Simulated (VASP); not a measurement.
The system is HfO2.

```
Hf O
1.0
     5.21946    0.00000    0.00000
     0.00000    5.00476    0.00000
     0.00000    0.00000    5.03269
Hf O
4 8
Direct
  0.96699 0.73252 0.74144
  0.53301 0.73252 0.24144
  0.46699 0.26748 0.74144
  0.03301 0.26748 0.24144
  0.63213 0.92865 0.87927
  0.86787 0.92865 0.37927
  0.23395 0.53988 0.49229
  0.26605 0.53988 0.99229
  0.76605 0.46012 0.99229
  0.73395 0.46012 0.49229
  0.13213 0.07135 0.87927
  0.36787 0.07135 0.37927
```

Base run:

```yaml
Program: VASP 6.6.1
Functional: BLYP
Potentials_or_basis: VASP PAW PBE potentials, release 64 (Hf_pv, O)
Cutoff: 520 eV
k_mesh: 5 × 6 × 5
Occupations: fermi-dirac, width 0.05 eV
Spin: no spin polarisation
```

Its results: band gap on the k mesh 4.48 eV, indirect (least direct gap 4.67 eV); pressure 13.9 GPa; largest force 0.117 eV/Å.

Question: The run is repeated on the same cell with these changes: functional from BLYP to RPBE. What comes out?

Answer: Band gap on the k mesh 4.52 eV, indirect (least direct gap 4.71 eV); pressure 11.4 GPa; largest force 0.089 eV/Å.

Caveats: the PAW data sets were made with another functional, which shifts forces and pressure a little; spin-orbit coupling is left out, which moves the levels of the heavy elements.

A k mesh can miss the band edges.
